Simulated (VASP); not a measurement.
A run of VASP 6.6.1:

The input INCAR:

```
ALGO = Fast
EDIFF = 1E-7
ENCUT = 520
GGA = PE
ISIF = 2
ISMEAR = 0
LASPH = True
LCHARG = False
LREAL = False
LWAVE = False
NBANDS = 42
NELM = 80
PREC = Accurate
SIGMA = 0.2
```

File KPOINTS:

```
k-points
0
Gamma
  6 6 4
```

File POSCAR:

```
Sn4AsSe
1.0
    4.2510002372      0.0000000000      0.0000000000
    0.0000000000      4.2510002372      0.0000000000
    0.0000000000      0.0000000000      9.0042615472
Sn As Se
4 1 1
Direct
    0.5000000000      0.5000000000      0.3419296195
    0.0000000000      0.0000000000      0.6659739606
    0.5000000000      0.5000000000      0.9826200241
    0.0000000000      0.0000000000      0.0097057196
    0.5000000000      0.5000000000      0.6518870504
    0.0000000000      0.0000000000      0.3478825959
```

Potentials or basis: VASP PAW PBE potentials, release 64 (Sn_d, As, Se).

Command:

```bash
$ cat potpaw_PBE.64/Sn_d/POTCAR potpaw_PBE.64/As/POTCAR potpaw_PBE.64/Se/POTCAR > POTCAR
$ mpirun -np 1 vasp_std > vasp.out
```

Hardware: 1 thread of Oxide Virtual Turin-like Processor, on a shared host.

Estimate the wall time of this run.

Wall time 4.3 min on 1 thread of Oxide Virtual Turin-like Processor, on a shared host, peak memory 0.31 GiB. Counts: scf iterations 15, k points 30.
